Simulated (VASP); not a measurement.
# CsMgBiO3: single point with PBE

The system is CsMgBiO3.

```xyz
6
Lattice="3.2305 1.8651 3.7970 -3.2305 1.8651 3.7970 0.0000 -3.7303 3.7970" Properties=species:S:1:pos:R:3 pbc="T T T"
Bi    0.0000    0.0000    6.4393
Cs    0.0000    0.0000   10.4488
Mg    0.0000    0.0000    3.4423
O     1.5857    0.9155    7.4612
O     0.0000   -1.8310    7.4612
O    -1.5857    0.9155    7.4612
```

| Property | Result |
| --- | --- |
| Program | VASP 6.6.1 |
| Task | single point |
| Functional | PBE |
| Potentials or basis | VASP PAW PBE potentials, release 64 (Bi_d, Cs_sv, Mg, O) |
| Cutoff | 520 eV |
| k mesh | 5 × 5 × 5 |
| Occupations | gaussian, width 0.1 eV |
| Spin | no spin polarisation |

The pressure is 0.2 GPa. The largest force is 0.252 eV/Å and the band gap on the k mesh is 2.76 eV, direct.

Forces in eV/Å, atoms in the order of the input:
```
Bi   0.000  0.000  0.252
Cs   0.000  0.000 -0.047
Mg   0.000  0.000  0.076
O   -0.087 -0.050 -0.093
O    0.000  0.100 -0.093
O    0.087 -0.050 -0.093
```

Stress tensor (GPa, compression positive):
```
-0.16  0.00  0.00
 0.00 -0.16  0.00
 0.00  0.00  0.96
```

Levels at points of the mesh, in eV from the valence-band top:
```
           k point  band 20  band 21  band 22  band 23  band 24  band 25
(0.00, 0.00, 0.00)    -1.11    -1.11    -0.72     3.14     4.95     4.95
```

Wall time 98 s on 1 thread of Oxide Virtual Turin-like Processor, on a shared host, peak memory 0.26 GiB.

Caveat: spin-orbit coupling is left out, which moves the levels of the heavy elements. A k mesh can miss the band edges.
